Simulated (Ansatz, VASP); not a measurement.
Li2O: VASP beside Ansatz

```
Li O
1.0
     0.00000    2.30950    2.27486
     2.30950    0.00000    2.27486
     2.30950    2.30950    0.00000
Li O
2 1
Cartesian
  1.1547 1.1547 1.1374
  3.4642 3.4642 3.4123
  0.0000 0.0000 0.0000
```

Change from the starting cell: strain +0.000 along x and y, -0.015 along z, atoms carried along.

Alike in both runs: task single point; functional PBE; k mesh 8 × 8 × 8; occupations gaussian, width 0.05 eV; no spin polarisation.

|  | VASP | Ansatz |
| --- | --- | --- |
| version | VASP 6.6.1 | Ansatz 0.2.0 |
| potentials or method | VASP PAW PBE potentials, release 64 (Li_sv, O), cutoff 750 eV | scalar-relativistic, plane waves, PAW |
| valence electrons in the cell | 12 | 12 |

Ansatz gave:

| Quantity | Value |
| --- | --- |
| gap on the k mesh at the Fermi level (eV) | 4.96 |
| least direct gap on the mesh (eV) | 5.35 |
| pressure (GPa) | 1.6 |
| traceless stress, the component that is largest in VASP (GPa) | 1.87 |

Problem. Which values does VASP return?

Solution. gap on the k mesh at the Fermi level (eV): 4.95; least direct gap on the mesh (eV): 5.35; pressure (GPa): 1.3; traceless stress, the component that is largest in VASP (GPa): 1.87.

With one functional, cell and mesh, what is left measures potentials, basis and numerics.
